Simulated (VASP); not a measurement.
Write the native input for VASP 6.6.1 that does the following.

| Item | Value |
| --- | --- |
| Task | single point |
| Functional | PBE |
| Potentials or basis | VASP PAW PBE potentials, release 64 (Sn_d, Se) |
| Cutoff | 520 eV |
| k mesh | 6 × 6 × 4 |
| Occupations | fermi-dirac, width 0.02 eV |
| Spin | no spin polarisation |
| Dipole correction | no |
| Further INCAR settings | ALGO = Normal; EDIFF = 1e-06; NBANDS = 28 |

The structure of SnSe lies in POSCAR:

```
SnSe
1.0
    4.3547801448      0.0000000000      0.0000000000
    0.0000000000      4.3547801448      0.0000000000
    0.0000000000      0.0000000000      6.0652061353
Sn Se
2 2
Direct
    0.5000000000      0.0000000000      0.2701658822
    0.0000000000      0.5000000000      0.7298341178
    0.5000000000      0.0000000000      0.7323160708
    0.0000000000      0.5000000000      0.2676839292
```

This cell differs from its parent crystal: epitaxial xy strain +3.2%.

One way to write it, as run:

INCAR

```
SYSTEM = SnSe
ALGO     = Normal         ! electronic algorithm
EDIFF    = 1E-6           ! SCF threshold, eV
ENCUT    = 520            ! plane-wave cutoff, eV
GGA      = PE             ! functional
ISIF     = 2              ! what is computed and relaxed
ISMEAR   = -1             ! smearing method
LASPH    = .TRUE.         ! aspherical terms in the spheres
LCHARG   = .FALSE.        ! write CHGCAR
LREAL    = .FALSE.        ! projectors in reciprocal space
LWAVE    = .FALSE.        ! write WAVECAR
NBANDS   = 28             ! bands
NELM     = 80             ! most SCF steps
PREC     = Accurate       ! precision mode
SIGMA    = 0.02           ! smearing width, eV
```

KPOINTS

```
k-points
0
G
  6 6 4
  0 0 0
```

Potentials or basis: VASP PAW PBE potentials, release 64 (Sn_d, Se).

The run is started by

```bash
$ cat potpaw_PBE.64/Sn_d/POTCAR potpaw_PBE.64/Se/POTCAR > POTCAR
$ mpirun -np 1 vasp_std > vasp.out
```

It gave:

| Property | Result |
| --- | --- |
| Pressure | -0.5 GPa |
| Largest force | 0.169 eV/Å |
| Band gap on the k mesh | 0.77 eV, indirect (least direct gap 0.77 eV) |

Caveat: the cell differs from its parent crystal (epitaxial xy strain +3.2%); spin-orbit coupling is left out, which moves the levels of the heavy elements.

Wall time 26 s on 1 thread of Intel(R) Xeon(R) 6975P-C (Granite Rapids), with other jobs on the host, peak memory 0.25 GiB.
